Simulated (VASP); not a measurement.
# GaO2 (R3m) in VASP: further runs

The runs below take GaO2 through relaxation of cell and atoms, single point, with PBE.

Program: VASP 6.6.1. These are calculated values, not measurements. Logs are shortened: lines on timing, memory, paths and dates and some standing lists are left out, and cuts for length are marked.

### 1 The cell of the first run

It takes space group R3m (No. 160, trigonal). Conventional cell: a = 2.630 Å, b = 2.630 Å, c = 15.275 Å, α = 90.00°, β = 90.00°, γ = 120.00°. Within 2.7 Å of Ga (site symmetry 3m) lie 6 O at 1.97 Å and 6 Ga at 2.63 Å. O (site symmetry 3m) has 3 Ga at 1.97 Å and 7 O at 2.50 to 2.63 Å within 2.7 Å. O (site symmetry 3m) has 3 Ga at 1.97 Å and 7 O at 2.50 to 2.63 Å within 2.7 Å.

### 2 Relaxation of cell and atoms, PBE, collinear spin, ferromagnetic start

Input file INCAR:

```
PREC = Accurate
ENCUT = 600
EDIFF = 1E-7
ISMEAR = 0
SIGMA = 0.1
LREAL = F
LASPH = T
NELM = 150
ALGO = Normal
ISIF = 3
LWAVE = F
LCHARG = F
ISPIN = 2
MAGMOM = 0 0.52 0.52
LORBIT = 11
GGA = PE
IBRION = 2
NSW = 90
EDIFFG = -0.04
```

Input file KPOINTS:

```
Automatic mesh
0
Gamma
  6 6 6
```

Input file POSCAR:

```
GaO2
1.0
    1.3150865479      0.7592655724      5.0918160572
   -1.3150865479      0.7592655724      5.0918160572
    0.0000000000     -1.5185311448      5.0918160572
Ga O
1 2
Direct
    0.0000000000      0.0000000000      0.0000000000
    0.7484000000      0.7484000000      0.7484000000
    0.5849000000      0.5849000000      0.5849000000
```

Potentials or basis: VASP PAW PBE potentials, release 64 (Ga_d, O).

Run with:

```
cat potpaw_PBE.64/Ga_d/POTCAR potpaw_PBE.64/O/POTCAR > POTCAR
mpirun -np 1 vasp_std > vasp.out
```

OUTCAR:

```text
PREC = Accurate
   ENCUT = 600
   EDIFF = 1E-7
   ISMEAR = 0
   LREAL = F
   LASPH = T
   NELM = 150
   ISIF = 3
   ISPIN = 2
   LORBIT = 11
   GGA = PE
   IBRION = 2
   NSW = 90
   EDIFFG = -0.04

 ion  position               nearest neighbor table
   1  0.000  0.000  0.000-   2 1.97   2 1.97   2 1.97   3 1.97   3 1.97   3 1.97
   2  0.748  0.748  0.748-   1 1.97   1 1.97   1 1.97
   3  0.585  0.585  0.585-   1 1.97   1 1.97   1 1.97

  LATTYP: Found a trigonal (rhomboedric) cell.
 ALAT       =     5.3134289868
 COS(alpha) =     0.8774851014

  Lattice vectors:

 A1 = (   1.3150865479,   0.7592655724,   5.0918160572)
 A2 = (  -1.3150865479,   0.7592655724,   5.0918160572)
 A3 = (   0.0000000000,  -1.5185311448,   5.0918160572)

Analysis of symmetry for initial positions (statically):
=====================================================================
 Subroutine PRICEL returns:
 Original cell was already a primitive cell.

 Routine SETGRP: Setting up the symmetry group for a
 trigonal (rhombohedral) supercell.

 Subroutine GETGRP returns: Found  6 space group operations
 (whereof  6 operations were pure point group operations)
 out of a pool of 12 trial point group operations.

The static configuration has the point symmetry C_3v.

Analysis of symmetry for dynamics (positions and initial velocities):
=====================================================================
 Subroutine PRICEL returns:
 Original cell was already a primitive cell.

 Routine SETGRP: Setting up the symmetry group for a
 trigonal (rhombohedral) supercell.

 Subroutine GETGRP returns: Found  6 space group operations
 (whereof  6 operations were pure point group operations)
 out of a pool of 12 trial point group operations.

The dynamic configuration has the point symmetry C_3v.

Analysis of structural, dynamic, and magnetic symmetry:
=====================================================================
 Subroutine PRICEL returns:
 Original cell was already a primitive cell.

 Routine SETGRP: Setting up the symmetry group for a
 trigonal (rhombohedral) supercell.

 Subroutine GETGRP returns: Found  6 space group operations
 (whereof  6 operations were pure point group operations)
 out of a pool of 12 trial point group operations.

The overall configuration has the point symmetry C_3v.

 Subroutine INISYM returns: Found  6 space group operations
 (whereof  6 operations are pure point group operations),
 and found     1 'primitive' translations

----------------------------------------------------------------------------------------

                                     Primitive cell

  volume of cell :      30.5051

  direct lattice vectors                    reciprocal lattice vectors
     1.315086548  0.759265572  5.091816057     0.380203113  0.219510370  0.065464528
    -1.315086548  0.759265572  5.091816057    -0.380203113  0.219510370  0.065464528
     0.000000000 -1.518531145  5.091816057     0.000000000 -0.439020740  0.065464528

  length of vectors
     5.313428987  5.313428987  5.313428987     0.443874773  0.443874773  0.443874773

  position of ions in fractional coordinates (direct lattice)
     0.000000000  0.000000000  0.000000000
     0.748400000  0.748400000  0.748400000
     0.584900000  0.584900000  0.584900000

  ion indices of the primitive-cell ions
   primitive index   ion index
                 1           1
                 2           2
                 3           3

----------------------------------------------------------------------------------------

 KPOINTS: Automatic mesh

Automatic generation of k-mesh.
 Grid dimensions read from file:
 generate k-points for:    6    6    6

 Generating k-lattice:

  Cartesian coordinates                     Fractional coordinates (reciprocal lattice)
     0.063367186  0.036585062  0.010910755     0.166666667  0.000000000  0.000000000
    -0.063367186  0.036585062  0.010910755     0.000000000  0.166666667  0.000000000
     0.000000000 -0.073170123  0.010910755     0.000000000  0.000000000  0.166666667

  Length of vectors
     0.073979129  0.073979129  0.073979129

  Shift w.r.t. Gamma in fractional coordinates (k-lattice)
     0.000000000  0.000000000  0.000000000

 Subroutine IBZKPT returns following result:
 ===========================================

 Found     32 irreducible k-points:

 Following reciprocal coordinates:
            Coordinates               Weight
  0.000000  0.000000  0.000000      1.000000
  0.166667  0.000000  0.000000      6.000000
  0.333333  0.000000 -0.000000      6.000000
  0.500000  0.000000  0.000000      3.000000
  0.166667  0.166667  0.000000      6.000000
  0.333333  0.166667  0.000000     12.000000
[... 16 lines left out ...]
  0.500000  0.500000  0.166667      6.000000
 -0.333333  0.500000  0.166667     12.000000
 [... further k-points ...]
   k-points           NKPTS =     32   k-points in BZ     NKDIM =     32   number of bands    NBANDS=     17
   number of dos      NEDOS =    301   number of ions     NIONS =      3
   total plane-waves  NPLWV =  74088
   dimension x,y,z NGX =    42 NGY =   42 NGZ =   42
   dimension x,y,z NGXF=    84 NGYF=   84 NGZF=   84
   ions per type =               1   2
   NGX,Y,Z   is equivalent  to a cutoff of  13.14, 13.14, 13.14 a.u.
   NGXF,Y,Z  is equivalent  to a cutoff of  26.28, 26.28, 26.28 a.u.
 SYSTEM =  unknown system
   PREC   = accura    normal or accurate (medium, high low for compatibility)
   ISTART =      0    job   : 0-new  1-cont  2-samecut
   ICHARG =      2    charge: 1-file 2-atom 10-const
   ISPIN  =      2    spin polarized calculation?
   LNONCOLLINEAR =      F non collinear calculations
   LSORBIT =      F    spin-orbit coupling
   LASPH  =      T    aspherical Exc in radial PAW
   ENCUT  =  600.0 eV  44.10 Ry    6.64 a.u.  10.61 10.61 10.61*2*pi/ulx,y,z
   NELM   =    150;   NELMIN=  2; NELMDL= -5     # of ELM steps
   EDIFF  = 0.1E-06   stopping-criterion for ELM
   LREAL  =      F    real-space projection
   EDIFFG = -.4E-01   stopping-criterion for IOM
   NSW    =     90    number of steps for IOM
   IBRION =      2    ionic relax: 0-MD 1-quasi-New 2-CG
   NFREE  =      1    steps in history (QN), initial steepest desc. (CG)
   ISIF   =      3    stress and relaxation
   ISYM   =      2    0-nonsym 1-usesym 2-fastsym
   POTIM  = 0.5000    time-step for ionic-motion
   TEBEG  =    0.0;   TEEND  =   0.0 temperature during run
   PSTRESS=    0.0 pullay stress
   NELECT =      25.0000    total number of electrons
   NUPDOWN=      -1.0000    fix difference up-down
   EMIN   =  10.00;   EMAX   =-10.00  energy-range for DOS
   EFERMI =   0.00;   METHOD = LEGACY
   ISMEAR =     0;   SIGMA  =   0.10  broadening in eV -4-tet -1-fermi 0-gaus
   EFERMI_NEDOS =   21; number of points for ismear=-14 and -15
   IALGO  =     38    algorithm
   IMIX   =      4    mixing-type and parameters
     AMIX     =   0.40;   BMIX     =  1.00
     AMIX_MAG =   1.60;   BMIX_MAG =  1.00
  volume/ion in A,a.u.               =      10.17        68.62
  Fermi-wavevector in a.u.,A,eV,Ry     =   1.532019  2.895096 31.933995  2.347082
  Thomas-Fermi vector in A             =   2.639283
   LORBIT       =     11    0 simple, 1 ext, 2 COOP (PROOUT), +10 PAW based schemes
   GGA     = PE    functional components
   LHFCALC =     F    Hartree Fock is set to
   AEXX    =    0.0000 exact exchange contribution
   IVDW    =     0    specifies the selected vdW correction
   LEPSILON=     F    determine dielectric tensor
   LRPA    =     F    only Hartree local field effects (RPA)
 conjugate gradient relaxation of ions
 spin polarized calculation
 Gauss-broadening in eV      SIGMA  =   0.10
  energy-cutoff  :      600.00
  volume of cell :       30.51
 maximum number of plane-waves:      1035
   NGX = 21   NGY = 21   NGZ = 21

--------------------------------------- Ionic step        1  -------------------------------------------

 number of electron      25.0000003 magnetization       0.9993255

 Free energy of the ion-electron system (eV)
  ---------------------------------------------------
  ext. energy  EPLUGINS =         0.00000000
  ---------------------------------------------------
  free energy    TOTEN  =       -13.95650697 eV

  energy without entropy =      -13.94633237  energy(sigma->0) =      -13.95141967

------------------------ aborting loop because EDIFF is reached ----------------------------------------

  FORCE on cell =-STRESS in cart. coord.  units (eV):
  Direction    XX          YY          ZZ          XY          YZ          ZX
  --------------------------------------------------------------------------------------
  -------------------------------------------------------------------------------------
  Total        8.6822579      8.6822579     -1.3913912      0.0000000      0.0000000      0.0000000
  in kB      456.0067410    456.0067410    -73.0781963      0.0000000      0.0000000      0.0000000
  external PRESSURE =     279.6450952 kB  Pullay stress =       0.0000000 kB
[... 2030 lines left out ...]
      3     -11.8514      1.00000
      4     -11.8040      1.00000
      5     -11.6514      1.00000
      6     -11.4989      1.00000
[... 9 lines left out ...]
     16      12.7470      0.00000
     17      14.5150      0.00000

 [... further k-points ...]

[... ionic steps 4 to 16 ...]

--------------------------------------- Ionic step       17  -------------------------------------------

 number of electron      25.0000005 magnetization       1.0000000

------------------------ aborting loop because EDIFF is reached ----------------------------------------

  FORCE on cell =-STRESS in cart. coord.  units (eV):
  Direction    XX          YY          ZZ          XY          YZ          ZX
  --------------------------------------------------------------------------------------
  -------------------------------------------------------------------------------------
  Total        0.2347604      0.2347604      0.2614795      0.0000000      0.0000000      0.0000000
  in kB        9.6920580      9.6920580     10.7951526      0.0000000      0.0000000      0.0000000
  external PRESSURE =      10.0597562 kB  Pullay stress =       0.0000000 kB
[... 59 lines left out ...]
  energy  without entropy=      -15.4506746797  energy(sigma->0) =      -15.45067993

--------------------------------------- Ionic step       19  -------------------------------------------

 number of electron      25.0000000 magnetization       1.0000003

 Free energy of the ion-electron system (eV)
  ---------------------------------------------------
  ext. energy  EPLUGINS =         0.00000000
  ---------------------------------------------------
  free energy    TOTEN  =       -15.45126818 eV

  energy without entropy =      -15.45126422  energy(sigma->0) =      -15.45126620

 E-fermi :   1.0006     XC(G=0):  -9.7651

 val. band max:        0.7539597919   @ k =   0.5000   0.5000   0.5000
 cond. band min:       1.2076805305   @ k =   0.5000   0.5000   0.5000
 fundamental gap:      0.4537207386
 Fermi energy:         1.0005974649

 spin component 1

 k-point     1 :       0.0000    0.0000    0.0000
  band No.  band energies     occupation
      1     -18.3893      1.00000
      2     -15.9325      1.00000
      3     -12.3885      1.00000
      4     -12.3885      1.00000
      5     -12.2229      1.00000
      6     -12.1333      1.00000
[... 985 lines left out ...]
  FREE ENERGIE OF THE ION-ELECTRON SYSTEM (eV)
  ---------------------------------------------------
  free  energy   TOTEN  =       -15.4512681763 eV

  energy  without entropy=      -15.4512642163  energy(sigma->0) =      -15.45126620

 reached required accuracy - stopping structural energy minimisation

 total charge

# of ion       s       p       d       tot
------------------------------------------
    1        0.680   0.696  10.199  11.575
    2        1.595   3.311   0.000   4.905
    3        1.595   3.311   0.000   4.906
--------------------------------------------------
tot          3.869   7.317  10.199  21.386

 magnetization (x)

# of ion       s       p       d       tot
------------------------------------------
    1       -0.023  -0.025   0.004  -0.044
    2        0.004   0.434   0.000   0.439
    3        0.004   0.434   0.000   0.438
--------------------------------------------------
tot         -0.014   0.843   0.004   0.833
```

Run time: 21 min. Hardware: 1 thread of AMD EPYC 9R45 (Zen 5), shared host; peak memory 0.31 GiB.

Results:

* Free energy: -15.4513 eV
* Relaxed volume: 13.30 Å³/atom
* Relaxed cell: a = 5.415 Å, b = 5.415 Å, c = 5.415 Å, α = 32.13°, β = 32.13°, γ = 32.13°
* Space group after relaxing (to 0.1 Å): R3m (No. 160)
* Energy gained by relaxing: 498.3 meV/atom
* Ionic steps: 19
* Pressure after relaxing: -0.2 GPa
* Largest force after relaxing: 0.031 eV/Å
* Band gap on the k mesh: 0.45 eV
* Net moment: 1.00 μB per cell
* Site moments: Ga -0.04; O +0.44 μB
* Valence electrons inside the program's atomic spheres: Ga 11.57; O 4.91

Forces on the atoms (eV/Å):
```
Ga   0.000  0.000  0.013
O    0.000  0.000  0.018
O    0.000  0.000 -0.031
```

Step by step:
```tsv
step	energy change (eV)	largest force (eV/Å)	pressure (GPa)	volume (Å³)
1	0.0000	0.7077	27.96	30.51
2	-1.1957	2.1674	-9.85	38.73
3	-1.1954	2.1649	-9.62	38.63
4	-1.1813	2.4980	0.50	37.67
5	-1.4489	0.4295	-5.62	38.17
6	-1.4493	0.3573	-5.48	38.16
7	-1.4756	0.1227	3.45	36.06
8	-1.4839	0.0482	0.32	36.72
9	-1.4846	0.0663	0.25	36.81
10	-1.4862	0.1271	0.11	37.07
11	-1.4875	0.2454	-0.17	37.58
12	-1.4877	0.2395	-0.15	37.60
13	-1.4884	0.2228	-0.09	37.68
14	-1.4895	0.1886	0.05	37.82
15	-1.4914	0.1176	0.31	38.11
16	-1.4932	0.0730	0.87	38.69
17	-1.4932	0.1079	1.01	38.81
18	-1.4942	0.0788	0.57	39.20
19	-1.4948	0.0314	-0.19	39.91
```

Final structure:
```yaml
crystal:
  lattice:
    - [1.49839, 0.86509, 5.13137]
    - [-1.49839, 0.86509, 5.13137]
    - [0.00000, -1.73019, 5.13137]
  atoms:
    - { symbol: Ga, position: [0.99994, 0.99994, 0.99994] }
    - { symbol: O, position: [0.73592, 0.73592, 0.73592] }
    - { symbol: O, position: [0.59744, 0.59744, 0.59744] }
```

Caveat: the k points lie up to 0.41 Å⁻¹ apart in the final cell; the volume moved by over 15 % at a fixed basis, so the end points are rough. A k mesh can miss the band edges.

### 3 Single point, PBE, collinear spin, ferromagnetic start

This run uses another cell than the first one, of 14.06 Å³/atom.

Input file INCAR:

```
SYSTEM = GaO2
PREC     = Accurate       ! precision mode
ENCUT    = 520            ! plane-wave cutoff, eV
EDIFF    = 1E-6           ! SCF threshold, eV
ISMEAR   = 0              ! smearing method
SIGMA    = 0.02           ! smearing width, eV
LREAL    = .FALSE.        ! projectors in reciprocal space
LASPH    = .TRUE.         ! aspherical terms in the spheres
NELM     = 150            ! most SCF steps
ALGO     = Normal         ! electronic algorithm
ISIF     = 2              ! what is computed and relaxed
LWAVE    = .FALSE.        ! write WAVECAR
LCHARG   = .FALSE.        ! write CHGCAR
ISPIN    = 2              ! spin polarisation
MAGMOM   = 0 0.51 0.51    ! initial moments
LORBIT   = 11             ! projections on sites
GGA      = PE             ! functional
NBANDS   = 24             ! bands
```

Input file KPOINTS:

```
regular mesh
0
G
  12 12 12
  0 0 0
```

Input file POSCAR:

```
GaO2
1.0
    1.4953145074      0.8633202334      5.4462578444
   -1.4953145074      0.8633202334      5.4462578444
    0.0000000000     -1.7266404667      5.4462578444
Ga O
1 2
Direct
    0.0000097548      0.0000097548      0.0000097548
    0.2681864977      0.2681864977      0.2681864977
    0.3985037475      0.3985037475      0.3985037475
```

Potentials or basis: VASP PAW PBE potentials, release 64 (Ga_d, O).

Run with:

```
cat potpaw_PBE.64/Ga_d/POTCAR potpaw_PBE.64/O/POTCAR > POTCAR
mpirun -np 1 vasp_std > vasp.out
```

Run time: 11 min. Hardware: 1 thread of AMD EPYC 9R45 (Zen 5), shared host; peak memory 0.47 GiB.

The run converged. Its results:

```yaml
Free_energy: -15.4707 eV
Pressure: 0.6 GPa
Largest_force: 0.079 eV/Å
Band_gap_on_the_k_mesh: 0.58 eV
Net_moment: 1.00 μB per cell
Site_moments: Ga -0.04; O +0.44 μB
Valence_electrons_inside_the_program's_atomic_spheres: Ga 11.59; O 4.90
```

Forces in eV/Å, atoms in the order of the input:
```
Ga   0.000  0.000  0.000
O    0.000  0.000 -0.079
O    0.000  0.000  0.079
```

Stress tensor (GPa, compression positive):
```
0.72 0.00 0.00
0.00 0.72 0.00
0.00 0.00 0.48
```

Levels at points of the mesh, in eV from the valence-band top:
Spin up:
```tsv
k point	band 11	band 12	band 13	band 14	band 15	band 16
(0.00, 0.00, 0.00)	-0.53	-0.39	-0.39	1.94	8.23	9.62
(0.50, 0.00, 0.00)	-2.59	-0.67	-0.24	5.81	7.30	11.30
(0.50, 0.50, 0.00)	-2.62	-0.64	-0.37	5.87	7.40	11.20
(0.50, 0.50, 0.50)	-1.09	-0.38	-0.38	2.24	7.15	11.91
```
Spin down:
```tsv
k point	band 10	band 11	band 12	band 13	band 14	band 15
(0.00, 0.00, 0.00)	-1.02	-0.01	-0.01	1.34	2.44	8.40
(0.50, 0.00, 0.00)	-2.58	-2.30	-0.31	1.68	6.00	7.44
(0.50, 0.50, 0.00)	-2.50	-2.32	-0.27	1.51	6.07	7.55
(0.50, 0.50, 0.50)	-1.03	0.00	0.00	0.58	2.88	7.44
```

A k mesh can miss the band edges.
